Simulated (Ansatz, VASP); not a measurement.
# Sn: VASP beside Ansatz

Contents of INCAR:

```
ALGO     = Normal         # electronic algorithm
EDIFF    = 1E-6           # SCF threshold, eV
ENCUT    = 520            # plane-wave cutoff, eV
GGA      = PS             # functional
ISIF     = 2              # what is computed and relaxed
ISMEAR   = 0              # smearing method
LASPH    = T              # aspherical terms in the spheres
LCHARG   = F              # write CHGCAR
LREAL    = F              # projectors in reciprocal space
LWAVE    = F              # write WAVECAR
NBANDS   = 21             # bands
NELM     = 60             # most SCF steps
PREC     = Accurate       # precision mode
SIGMA    = 0.1            # smearing width, eV
```

KPOINTS

```
k-points
0
Gamma
  12 12 12
```

POSCAR

```
Sn
1.0
    0.0000000000      3.1981817840      3.1981817840
    3.1981817840      0.0000000000      3.1981817840
    3.1981817840      3.1981817840      0.0000000000
Sn
2
Direct
    0.5000000000      0.5000000000      0.5000000000
    0.7500000000      0.7500000000      0.7500000000
```

Input for Ansatz:

```yaml
crystal:
  lattice:
    - [0.0, 3.198181784, 3.198181784]
    - [3.198181784, 0.0, 3.198181784]
    - [3.198181784, 3.198181784, 0.0]
  atoms:
    - { symbol: Sn, position: [0.5, 0.5, 0.5] }
    - { symbol: Sn, position: [0.75, 0.75, 0.75] }
basis:
  ecutwfc: 420
kpoints:
  mp_grid: { grid: [12, 12, 12] }
hamiltonian:
  xc: pbesol
scf:
  occupations: { method: gaussian, width: 0.1 }
output:
  forces: true
  stress: true
  eigenvalues: true
```

Alike in both runs: task single point; functional PBEsol; k mesh 12 × 12 × 12; occupations gaussian, width 0.1 eV; no spin polarisation.

|  | VASP | Ansatz |
| --- | --- | --- |
| version | VASP 6.6.1 | Ansatz 0.2.0 |
| potentials or method | VASP PAW PBE potentials, release 64 (Sn_d), cutoff 520 eV | scalar-relativistic, plane waves, PAW |
| valence electrons in the cell | 28 | 28 |

```tsv
	VASP	Ansatz	Ansatz less VASP
gap on the k mesh at the Fermi level (eV)	none	none	-
pressure (GPa)	3.2	3.3	+0.07
```

VASP's potentials were made for PBE, not for PBEsol. A gap of «none» marks a metal or a gap that the smearing closes. With one functional, cell and mesh, what is left measures potentials, basis and numerics.
